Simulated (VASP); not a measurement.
# KCu3SnSe4 (P-43m) in VASP: single point with PBE

Aim: the single point of KCu3SnSe4 with PBE.

Everything below comes from runs of VASP 6.6.1. Logs are shortened: lines on timing, memory, paths and dates and some standing lists are left out, and cuts for length are marked.

## 1. The cell of the first run

The structure is cubic, space group P-43m (No. 215). The conventional cell has a = 6.282 Å, b = 6.282 Å, c = 6.282 Å, α = 90.00°, β = 90.00°, γ = 90.00°. Within 3.9 Å of K (site symmetry -43m) lie 4 Se at 2.95 Å. Within 3.5 Å of Cu (site symmetry -42m) lie 4 Se at 2.65 Å and 2 Sn at 3.14 Å. Within 3.3 Å of Sn (site symmetry -43m) lie 4 Se at 2.49 Å and 6 Cu at 3.14 Å. Within 3.3 Å of Se (site symmetry 3m) lie 1 Sn at 2.49 Å and 3 Cu at 2.65 Å and 1 K at 2.95 Å.

## 2. Single point, PBE

File INCAR:

```
SYSTEM = KCu3SnSe4
PREC = Accurate
ENCUT = 520
EDIFF = 1E-7
ISMEAR = 0
SIGMA = 0.01
LREAL = .FALSE.
LASPH = .TRUE.
NELM = 60
ALGO = Normal
ISIF = 2
LWAVE = .FALSE.
LCHARG = .FALSE.
GGA = PE
NBANDS = 50
```

File KPOINTS:

```
regular mesh
0
G
  4 4 4
  0 0 0
```

File POSCAR:

```
KCu3SnSe4
1.0
    6.2817520000      0.0000000000      0.0000000000
    0.0000000000      6.2817520000      0.0000000000
    0.0000000000      0.0000000000      6.2817520000
K Cu Sn Se
1 3 1 4
Direct
    0.5000000000      0.5000000000      0.5000000000
    0.0000000000      0.5000000000      0.0000000000
    0.0000000000      0.0000000000      0.5000000000
    0.5000000000      0.0000000000      0.0000000000
    0.0000000000      0.0000000000      0.0000000000
    0.2287619998      0.2287619998      0.2287619998
    0.7712380002      0.7712380002      0.2287619998
    0.2287619998      0.7712380002      0.7712380002
    0.7712380002      0.2287619998      0.7712380002
```

Potentials or basis: VASP PAW PBE potentials, release 64 (K_sv, Cu, Sn_d, Se).

On the command line:

```
> cat potpaw_PBE.64/K_sv/POTCAR potpaw_PBE.64/Cu/POTCAR potpaw_PBE.64/Sn_d/POTCAR potpaw_PBE.64/Se/POTCAR > POTCAR
> mpirun -np 1 vasp_std > vasp.out
```

OUTCAR:

```text
SYSTEM = KCu3SnSe4
   PREC = Accurate
   ENCUT = 520
   EDIFF = 1E-7
   ISMEAR = 0
   LREAL = .FALSE.
   LASPH = .TRUE.
   NELM = 60
   ISIF = 2
   GGA = PE

 ion  position               nearest neighbor table
   1  0.500  0.500  0.500-   6 2.95   7 2.95   8 2.95   9 2.95
   2  0.000  0.500  0.000-   6 2.65   7 2.65   8 2.65   9 2.65   5 3.14   5 3.14
   3  0.000  0.000  0.500-   6 2.65   7 2.65   8 2.65   9 2.65   5 3.14   5 3.14
   4  0.500  0.000  0.000-   6 2.65   7 2.65   8 2.65   9 2.65   5 3.14   5 3.14
   5  0.000  0.000  0.000-   6 2.49   7 2.49   8 2.49   9 2.49   3 3.14   4 3.14   2 3.14   3 3.14
                             2 3.14   4 3.14
   6  0.229  0.229  0.229-   5 2.49   3 2.65   4 2.65   2 2.65   1 2.95
   7  0.771  0.771  0.229-   5 2.49   3 2.65   4 2.65   2 2.65   1 2.95
   8  0.229  0.771  0.771-   5 2.49   3 2.65   4 2.65   2 2.65   1 2.95
   9  0.771  0.229  0.771-   5 2.49   3 2.65   4 2.65   2 2.65   1 2.95

  LATTYP: Found a simple cubic cell.
 ALAT       =     6.2817520000

  Lattice vectors:

 A1 = (   6.2817520000,   0.0000000000,   0.0000000000)
 A2 = (   0.0000000000,   6.2817520000,   0.0000000000)
 A3 = (   0.0000000000,   0.0000000000,   6.2817520000)

Analysis of symmetry for initial positions (statically):
=====================================================================
 Subroutine PRICEL returns:
 Original cell was already a primitive cell.

 Routine SETGRP: Setting up the symmetry group for a
 simple cubic supercell.

 Subroutine GETGRP returns: Found 24 space group operations
 (whereof 24 operations were pure point group operations)
 out of a pool of 48 trial point group operations.

The static configuration has the point symmetry T_d .

Analysis of symmetry for dynamics (positions and initial velocities):
=====================================================================
 Subroutine PRICEL returns:
 Original cell was already a primitive cell.

 Routine SETGRP: Setting up the symmetry group for a
 simple cubic supercell.

 Subroutine GETGRP returns: Found 24 space group operations
 (whereof 24 operations were pure point group operations)
 out of a pool of 48 trial point group operations.

The dynamic configuration has the point symmetry T_d .

 Subroutine INISYM returns: Found 24 space group operations
 (whereof 24 operations are pure point group operations),
 and found     1 'primitive' translations

----------------------------------------------------------------------------------------

                                     Primitive cell

  volume of cell :     247.8805

  direct lattice vectors                    reciprocal lattice vectors
     6.281752000  0.000000000  0.000000000     0.159191257  0.000000000  0.000000000
     0.000000000  6.281752000  0.000000000     0.000000000  0.159191257  0.000000000
     0.000000000  0.000000000  6.281752000     0.000000000  0.000000000  0.159191257

  length of vectors
     6.281752000  6.281752000  6.281752000     0.159191257  0.159191257  0.159191257

  position of ions in fractional coordinates (direct lattice)
     0.500000000  0.500000000  0.500000000
     0.000000000  0.500000000  0.000000000
     0.000000000  0.000000000  0.500000000
     0.500000000  0.000000000  0.000000000
     0.000000000  0.000000000  0.000000000
     0.228762000  0.228762000  0.228762000
     0.771238000  0.771238000  0.228762000
     0.228762000  0.771238000  0.771238000
     0.771238000  0.228762000  0.771238000

  ion indices of the primitive-cell ions
   primitive index   ion index
                 1           1
                 2           2
                 3           3
                 4           4
                 5           5
                 6           6
                 7           7
                 8           8
                 9           9

----------------------------------------------------------------------------------------

 KPOINTS: regular mesh

Automatic generation of k-mesh.
 Grid dimensions read from file:
 generate k-points for:    4    4    4

 Generating k-lattice:

  Cartesian coordinates                     Fractional coordinates (reciprocal lattice)
     0.039797814  0.000000000  0.000000000     0.250000000  0.000000000  0.000000000
     0.000000000  0.039797814  0.000000000     0.000000000  0.250000000  0.000000000
     0.000000000  0.000000000  0.039797814     0.000000000  0.000000000  0.250000000

  Length of vectors
     0.039797814  0.039797814  0.039797814

  Shift w.r.t. Gamma in fractional coordinates (k-lattice)
     0.000000000  0.000000000  0.000000000

 Subroutine IBZKPT returns following result:
 ===========================================

 Found     10 irreducible k-points:

 Following reciprocal coordinates:
            Coordinates               Weight
  0.000000  0.000000  0.000000      1.000000
  0.250000  0.000000  0.000000      6.000000
  0.500000  0.000000  0.000000      3.000000
  0.250000  0.250000  0.000000     12.000000
  0.500000  0.250000  0.000000     12.000000
  0.500000  0.500000  0.000000      3.000000
  0.250000  0.250000  0.250000      8.000000
  0.500000  0.250000  0.250000     12.000000
  0.500000  0.500000  0.250000      6.000000
  0.500000  0.500000  0.500000      1.000000
   k-points           NKPTS =     10   k-points in BZ     NKDIM =     10   number of bands    NBANDS=     50
   number of dos      NEDOS =    301   number of ions     NIONS =      9
   total plane-waves  NPLWV = 110592
   dimension x,y,z NGX =    48 NGY =   48 NGZ =   48
   dimension x,y,z NGXF=    96 NGYF=   96 NGZF=   96
   ions per type =               1   3   1   4
   NGX,Y,Z   is equivalent  to a cutoff of  12.70, 12.70, 12.70 a.u.
   NGXF,Y,Z  is equivalent  to a cutoff of  25.41, 25.41, 25.41 a.u.
 SYSTEM =  KCu3SnSe4
   PREC   = accura    normal or accurate (medium, high low for compatibility)
   ISTART =      0    job   : 0-new  1-cont  2-samecut
   ICHARG =      2    charge: 1-file 2-atom 10-const
   ISPIN  =      1    spin polarized calculation?
   LNONCOLLINEAR =      F non collinear calculations
   LSORBIT =      F    spin-orbit coupling
   LASPH  =      T    aspherical Exc in radial PAW
   ENCUT  =  520.0 eV  38.22 Ry    6.18 a.u.  11.68 11.68 11.68*2*pi/ulx,y,z
   NELM   =     60;   NELMIN=  2; NELMDL= -5     # of ELM steps
   EDIFF  = 0.1E-06   stopping-criterion for ELM
   LREAL  =      F    real-space projection
   EDIFFG = 0.1E-05   stopping-criterion for IOM
   NSW    =      0    number of steps for IOM
   IBRION =     -1    ionic relax: 0-MD 1-quasi-New 2-CG
   NFREE  =      0    steps in history (QN), initial steepest desc. (CG)
   ISIF   =      2    stress and relaxation
   ISYM   =      2    0-nonsym 1-usesym 2-fastsym
   POTIM  = 0.5000    time-step for ionic-motion
   TEBEG  =    0.0;   TEEND  =   0.0 temperature during run
   PSTRESS=    0.0 pullay stress
   NELECT =      80.0000    total number of electrons
   NUPDOWN=      -1.0000    fix difference up-down
   EMIN   =  10.00;   EMAX   =-10.00  energy-range for DOS
   EFERMI =   0.00;   METHOD = LEGACY
   ISMEAR =     0;   SIGMA  =   0.01  broadening in eV -4-tet -1-fermi 0-gaus
   EFERMI_NEDOS =   21; number of points for ismear=-14 and -15
   IALGO  =     38    algorithm
   IMIX   =      4    mixing-type and parameters
     AMIX     =   0.40;   BMIX     =  1.00
     AMIX_MAG =   1.60;   BMIX_MAG =  1.00
  volume/ion in A,a.u.               =      27.54       185.86
  Fermi-wavevector in a.u.,A,eV,Ry     =   1.122942  2.122053 17.156933  1.260999
  Thomas-Fermi vector in A             =   2.259605
   LORBIT       =      0    0 simple, 1 ext, 2 COOP (PROOUT), +10 PAW based schemes
   GGA     = PE    functional components
   LHFCALC =     F    Hartree Fock is set to
   AEXX    =    0.0000 exact exchange contribution
   IVDW    =     0    specifies the selected vdW correction
   LEPSILON=     F    determine dielectric tensor
   LRPA    =     F    only Hartree local field effects (RPA)
 non-spin polarized calculation
 Gauss-broadening in eV      SIGMA  =   0.01
  energy-cutoff  :      520.00
  volume of cell :      247.88
 maximum number of plane-waves:      6704
 NGX is ok and might be reduce to    48
   NGX = 23   NGY = 23   NGZ = 23

 number of electron      80.0000053 magnetization

 Free energy of the ion-electron system (eV)
  ---------------------------------------------------
  ext. energy  EPLUGINS =         0.00000000
  ---------------------------------------------------
  free energy    TOTEN  =       -31.94408122 eV

  energy without entropy =      -31.94408122  energy(sigma->0) =      -31.94408122

 E-fermi :   2.4723     XC(G=0):  -8.4356

 val. band max:        2.4101102784   @ k =   0.0000   0.0000   0.0000
 cond. band min:       3.1500649278   @ k =   0.0000   0.0000   0.0000
 fundamental gap:      0.7399546493
 Fermi energy:         2.4722595285

 k-point     1 :       0.0000    0.0000    0.0000
  band No.  band energies     occupation
      1     -27.9669      2.00000
      2     -19.8462      2.00000
      3     -19.8462      2.00000
      4     -19.8462      2.00000
      5     -19.7623      2.00000
      6     -19.7623      2.00000
[... 42 lines left out ...]
     49       7.3060      0.00000
     50       7.3060      0.00000

 k-point     2 :       0.2500    0.0000    0.0000
  band No.  band energies     occupation
      1     -27.9669      2.00000
      2     -19.8462      2.00000
      3     -19.8462      2.00000
      4     -19.8462      2.00000
      5     -19.7623      2.00000
      6     -19.7620      2.00000
[... 42 lines left out ...]
     49       7.4270      0.00000
     50       7.4271      0.00000

 k-point     3 :       0.5000    0.0000    0.0000
  band No.  band energies     occupation
      1     -27.9669      2.00000
      2     -19.8462      2.00000
      3     -19.8462      2.00000
      4     -19.8462      2.00000
      5     -19.7622      2.00000
      6     -19.7617      2.00000
[... 42 lines left out ...]
     49       7.1448      0.00000
     50       7.7118      0.00000

 k-point     4 :       0.2500    0.2500    0.0000
  band No.  band energies     occupation
      1     -27.9669      2.00000
      2     -19.8462      2.00000
      3     -19.8462      2.00000
      4     -19.8462      2.00000
      5     -19.7621      2.00000
      6     -19.7618      2.00000
[... 42 lines left out ...]
     49       7.2641      0.00000
     50       7.6560      0.00000

 k-point     5 :       0.5000    0.2500    0.0000
  band No.  band energies     occupation
      1     -27.9669      2.00000
      2     -19.8462      2.00000
      3     -19.8462      2.00000
      4     -19.8462      2.00000
      5     -19.7621      2.00000
      6     -19.7615      2.00000
[... 42 lines left out ...]
     49       7.3236      0.00000
     50       7.4443      0.00000

 k-point     6 :       0.5000    0.5000    0.0000
  band No.  band energies     occupation
      1     -27.9669      2.00000
      2     -19.8462      2.00000
      3     -19.8462      2.00000
      4     -19.8462      2.00000
      5     -19.7620      2.00000
      6     -19.7614      2.00000
[... 42 lines left out ...]
     49       7.5188      0.00000
     50       7.6616      0.00000

 k-point     7 :       0.2500    0.2500    0.2500
  band No.  band energies     occupation
      1     -27.9669      2.00000
      2     -19.8462      2.00000
      3     -19.8462      2.00000
      4     -19.8462      2.00000
      5     -19.7618      2.00000
      6     -19.7618      2.00000
[... 42 lines left out ...]
     49       7.4665      0.00000
     50       7.6533      0.00000

 k-point     8 :       0.5000    0.2500    0.2500
  band No.  band energies     occupation
      1     -27.9669      2.00000
      2     -19.8462      2.00000
      3     -19.8462      2.00000
      4     -19.8462      2.00000
      5     -19.7618      2.00000
      6     -19.7615      2.00000
[... 42 lines left out ...]
     49       7.6382      0.00000
     50       7.7812      0.00000

 k-point     9 :       0.5000    0.5000    0.2500
  band No.  band energies     occupation
      1     -27.9669      2.00000
      2     -19.8462      2.00000
      3     -19.8462      2.00000
      4     -19.8462      2.00000
      5     -19.7617      2.00000
      6     -19.7614      2.00000
[... 42 lines left out ...]
     49       7.6340      0.00000
     50       7.9669      0.00000

 k-point    10 :       0.5000    0.5000    0.5000
  band No.  band energies     occupation
      1     -27.9669      2.00000
      2     -19.8462      2.00000
      3     -19.8462      2.00000
      4     -19.8462      2.00000
      5     -19.7614      2.00000
      6     -19.7614      2.00000
[... 42 lines left out ...]
     49       7.3211      0.00000
     50       8.3459      0.00000

------------------------ aborting loop because EDIFF is reached ----------------------------------------

  FORCE on cell =-STRESS in cart. coord.  units (eV):
  Direction    XX          YY          ZZ          XY          YZ          ZX
  --------------------------------------------------------------------------------------
  -------------------------------------------------------------------------------------
  Total        0.9161557      0.9161557      0.9161557     -0.0000000      0.0000000      0.0000000
  in kB        5.9215790      5.9215790      5.9215790     -0.0000000      0.0000000      0.0000000
  external PRESSURE =       5.9215790 kB  Pullay stress =       0.0000000 kB

 VOLUME and BASIS-vectors are now :
 -----------------------------------------------------------------------------
  energy-cutoff  :      520.00
  volume of cell :      247.88
      direct lattice vectors                 reciprocal lattice vectors
     6.281752000  0.000000000  0.000000000     0.159191257  0.000000000  0.000000000
     0.000000000  6.281752000  0.000000000     0.000000000  0.159191257  0.000000000
     0.000000000  0.000000000  6.281752000     0.000000000  0.000000000  0.159191257

 POSITION                                       TOTAL-FORCE (eV/Angst)
 -----------------------------------------------------------------------------------
      3.14088      3.14088      3.14088         0.000000      0.000000     -0.000000
      0.00000      3.14088      0.00000         0.000000      0.000000      0.000000
      0.00000      0.00000      3.14088        -0.000000      0.000000      0.000000
      3.14088      0.00000      0.00000         0.000000      0.000000      0.000000
      0.00000      0.00000      0.00000        -0.000000      0.000000     -0.000000
      1.43703      1.43703      1.43703         0.027948      0.027948      0.027948
      4.84473      4.84473      1.43703        -0.027948     -0.027948      0.027948
      1.43703      4.84473      4.84473         0.027948     -0.027948     -0.027948
      4.84473      1.43703      4.84473        -0.027948      0.027948     -0.027948
 -----------------------------------------------------------------------------------
    total drift:                                0.000000      0.000000      0.000000

  FREE ENERGIE OF THE ION-ELECTRON SYSTEM (eV)
  ---------------------------------------------------
  free  energy   TOTEN  =       -31.9440812236 eV

  energy  without entropy=      -31.9440812236  energy(sigma->0) =      -31.94408122
```

Wall time 2.5 min (1 thread of AMD EPYC 7R13 (Zen 3), shared host); peak memory 0.36 GiB.

Results:

- Free energy: -31.9441 eV
- Pressure: 0.6 GPa
- Largest force: 0.048 eV/Å
- Band gap on the k mesh: 0.74 eV, direct

Forces on the atoms (eV/Å):
```
K    0.000  0.000  0.000
Cu   0.000  0.000  0.000
Cu   0.000  0.000  0.000
Cu   0.000  0.000  0.000
Sn   0.000  0.000  0.000
Se   0.028  0.028  0.028
Se  -0.028 -0.028  0.028
Se   0.028 -0.028 -0.028
Se  -0.028  0.028 -0.028
```

Caveat: spin-orbit coupling is left out, which moves the levels of the heavy elements. A k mesh can miss the band edges.
